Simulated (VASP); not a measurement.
Wanted: the native input for a VASP 6.6.1 run.

```
Task                   : single point
Functional             : LDA
Potentials or basis    : VASP PAW LDA potentials, release 64 (Ga_d)
Cutoff                 : 520 eV
k mesh                 : 16 × 16 × 14
Occupations            : fermi-dirac, width 0.15 eV
Spin                   : no spin polarisation
Dipole correction      : no
Further INCAR settings : ALGO = Fast; EDIFF = 1e-06; NBANDS = 20
```

The structure of Ga lies in POSCAR:

```
Ga
1.0
    1.3501914553     -3.9069783130      0.0000000000
    1.3501914553      3.9069783130      0.0000000000
    0.0000000000      0.0000000000      3.2869677090
Ga
2
Direct
    0.8663570317      0.1336429683      0.2500000000
    0.1336429683      0.8663570317      0.7500000000
```

The input as run:

INCAR

```
SYSTEM = Ga
PREC = Accurate
ENCUT = 520
EDIFF = 1E-6
ISMEAR = -1
SIGMA = 0.15
LREAL = .False.
LASPH = .True.
NELM = 100
ALGO = Fast
ISIF = 2
LWAVE = .False.
LCHARG = .False.
GGA = CA
NBANDS = 20
```

KPOINTS

```
Automatic mesh
0
Gamma
  16 16 14
  0 0 0
```

Potentials or basis: VASP PAW LDA potentials, release 64 (Ga_d).

The run is started by

```bash
$ cat potpaw_LDA.64/Ga_d/POTCAR > POTCAR
$ mpirun -np 1 vasp_std > vasp.out
```

Results of the run:

```json
{"Pressure": "0.1 GPa", "Band gap on the k mesh": "zero (bands 13 and 14 overlap by 8.79 eV)"}
```

Wall time 12 min on 1 thread of AMD EPYC 7R13, with other jobs on the host, peak memory 0.37 GiB.
